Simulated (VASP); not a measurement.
# Br: single point with r2SCAN

Br:

```xyz
2
Lattice="0.0000 3.4838 3.4838 3.4838 0.0000 3.4838 3.4838 3.4838 0.0000" Properties=species:S:1:pos:R:3 pbc="T T T"
Br    6.9676    6.9676    6.9676
Br    1.7419    1.7419    1.7419
```

```json
{"Program": "VASP 6.6.1", "Task": "single point", "Functional": "r2SCAN", "Potentials or basis": "VASP PAW PBE potentials, release 64 (Br)", "Cutoff": "520 eV", "k mesh": "7 × 7 × 7", "Occupations": "fermi-dirac, width 0.05 eV", "Spin": "no spin polarisation", "Dipole correction": "no", "Further INCAR settings": "ALGO = Normal; EDIFF = 1e-07; NBANDS = 14"}
```

| Item | Value |
| --- | --- |
| Pressure | 0.0 GPa |
| Band gap on the k mesh | zero (bands 7 and 8 overlap by 1.22 eV) |

Levels at points of the mesh, in eV from the Fermi level:
| k point | band 3 | band 4 | band 5 | band 6 | band 7 | band 8 | band 9 | band 10 | band 11 | band 12 |
| --- | --- | --- | --- | --- | --- | --- | --- | --- | --- | --- |
| (0.00, 0.00, 0.00) | -2.81 | -2.81 | -2.81 | -0.91 | -0.91 | -0.91 | 5.62 | 9.77 | 9.77 | 11.08 |

Run time: 2.2 min on 1 thread of Intel Xeon 8259CL (shared host), peak memory 0.26 GiB.

Caveat: the PAW data sets were made with another functional, which shifts forces and pressure a little.
